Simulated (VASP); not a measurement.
Runs of VASP 6.6.1 on Cr. The structure is that of space group Fd-3m (No. 227), or close to it. The cells are those of the table. This isn't the form of Cr at room conditions, which is bcc.

| task | spin | cell | k mesh | cutoff (eV) | smearing | gap on the mesh (eV) | pressure (GPa) | moment (μB) | relaxed volume (Å³/atom) |
| --- | --- | --- | --- | --- | --- | --- | --- | --- | --- |
| single point | collinear, antiferromagnetic start | a = 3.674 Å, angles 60.0°, 2 atoms | 17 × 17 × 17 | 520 | fermi-dirac 0.05 eV | none | 0.3 | 0.00 | - |
| relaxation of cell and atoms | collinear, antiferromagnetic start | relaxed from a = 3.578 Å, angles 60.0°, 2 atoms | 11 × 11 × 11 | 600 | fermi-dirac 0.05 eV | none | 0.0 | 0.00 | 17.66 |
| relaxation of cell and atoms | off | relaxed from a = 3.578 Å, angles 60.0°, 2 atoms | 11 × 11 × 11 | 600 | fermi-dirac 0.1 eV | none | 0.0 | - | 15.78 |
| single point | off | a = 3.545 Å, angles 60.0°, 2 atoms | 18 × 18 × 18 | 520 | fermi-dirac 0.1 eV | none | 0.3 | - | - |
| single point | collinear, antiferromagnetic start | a = 3.816 Å, angles 60.0°, 2 atoms | 12 × 12 × 12 | 520 | fermi-dirac 0.05 eV | none | (a) | 0.00 | - |
| single point | off | a = 3.545 Å, angles 60.0°, 2 atoms | 11 × 11 × 11 | 520 | fermi-dirac 0.1 eV | none | 0.3 | - | - |

Alike in all rows: level PBEsol; potentials or basis VASP PAW PBE potentials, release 64 (Cr_pv).

Q: Estimate the missing entries.

A: (a) -4.1.

Caveats: the PAW data sets were made with another functional, which shifts forces and pressure a little; the antiferromagnetic order is the one typed at the start, and another may lie lower (at least some runs); an empty level that is flat over the whole mesh can mark a ghost state of the potentials, or a narrow d or f band (at least some runs); the cell stands under tension (at least some runs).

A gap of «none» marks levels without a gap at the run's occupations.
